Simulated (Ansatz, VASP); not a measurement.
**SiC in VASP and in Ansatz**

```
Si C
1.0
     1.53890   -2.66750    0.00000
     1.53890    2.66750    0.00000
     0.00000    0.00000   15.12190
Si C
6 6
Direct
  0.16730 0.83270 0.85800
  0.83270 0.16730 0.35800
  0.50070 0.49930 0.52410
  0.49930 0.50070 0.02410
  0.83570 0.16430 0.69124
  0.16430 0.83570 0.19124
  0.49600 0.50400 0.65030
  0.50400 0.49600 0.15030
  0.16000 0.84000 0.98170
  0.84000 0.16000 0.48170
  0.82900 0.17100 0.81680
  0.17100 0.82900 0.31680
```

Alike in both runs: task electric field gradients; functional PBE; k mesh 10 × 10 × 2; occupations fermi-dirac, width 0.02 eV; no spin polarisation.

|  | VASP | Ansatz |
| --- | --- | --- |
| version | VASP 6.6.1 | Ansatz 0.2.0 |
| potentials or method | VASP PAW PBE potentials, release 64 (Si, C) | plane-wave PAW, scalar-relativistic |
| plane-wave cutoff (eV) | 520 | 420 |
| valence electrons in the cell | 48 | 48 |

|  | VASP | Ansatz | Ansatz less VASP |
| --- | --- | --- | --- |
| gap on the k mesh at the Fermi level (eV) | 1.88 | 1.88 | +0.002 |
| pressure (GPa) | 3.3 | 3.4 | +0.06 |
| traceless stress, the component that is largest in VASP (GPa) | 2.17 | 2.17 | +0.001 |
| rms of the force components (eV/Å) | 0.358 | 0.358 | +0.0003 |
| size of Vzz on the site where it differs most (V/Å²) | 1.5 | 1.1 | -0.38 |

Atom by atom the forces differ by 0.001 eV/Å (rms over components).
